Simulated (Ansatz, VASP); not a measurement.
## Two plane-wave programs on Cs

INCAR

```
SYSTEM = Cs
PREC = Accurate
ENCUT = 520
EDIFF = 1E-7
ISMEAR = 0
SIGMA = 0.1
LREAL = .False.
LASPH = .True.
NELM = 60
ALGO = Fast
ISIF = 2
LWAVE = .False.
LCHARG = .True.
GGA = PS
LELF = .True.
LVHAR = .True.
NBANDS = 16
```

KPOINTS

```
Automatic mesh
0
Gamma
  4 4 12
  0 0 0
```

Contents of POSCAR:

```
Cs
1.0
    8.9460088928      0.0000000000      0.0000000000
    0.0000000000      8.9460088928      0.0000000000
    0.0000000000      4.4730044464      2.8325869488
Cs
2
Direct
    0.5000000000      0.5000000000      0.0000000000
    0.0000000000      0.0000000000      0.0000000000
```

Input for Ansatz:

```yaml
crystal:
  lattice:
    - [8.9460088928, 0.0, 0.0]
    - [0.0, 8.9460088928, 0.0]
    - [0.0, 4.4730044464, 2.8325869488]
  atoms:
    - { symbol: Cs, position: [0.5, 0.5, 0.0] }
    - { symbol: Cs, position: [0.0, 0.0, 0.0] }
basis:
  ecutwfc: 420
kpoints:
  mp_grid: { grid: [4, 4, 12] }
hamiltonian:
  xc: pbesol
scf:
  occupations: { method: gaussian, width: 0.1 }
output:
  forces: true
  stress: true
  eigenvalues: true
  write_density: true
  write_potential: true
  elf: true
  volumetric_format: npy
```

Change from the starting cell: band edges of the strained film's bulk.

Alike in both runs: task single point; functional PBEsol; k mesh 4 × 4 × 12; occupations gaussian, width 0.1 eV; no spin polarisation.

|  | VASP | Ansatz |
| --- | --- | --- |
| version | VASP 6.6.1 | Ansatz 0.2.0 |
| potentials or method | VASP PAW PBE potentials, release 64 (Cs_sv), cutoff 520 eV | scalar-relativistic, plane waves, PAW |
| valence electrons in the cell | 18 | 18 |

```csv
,VASP,Ansatz,Ansatz less VASP
gap on the k mesh at the Fermi level (eV),none,none,-
pressure (GPa),-0.1,-0.1,+0.01
```

VASP's potentials were made for PBE, not for PBEsol. A gap of «none» marks a metal or a gap that the smearing closes. With one functional, cell and mesh, what is left measures potentials, basis and numerics.

Spin-orbit coupling is off throughout.
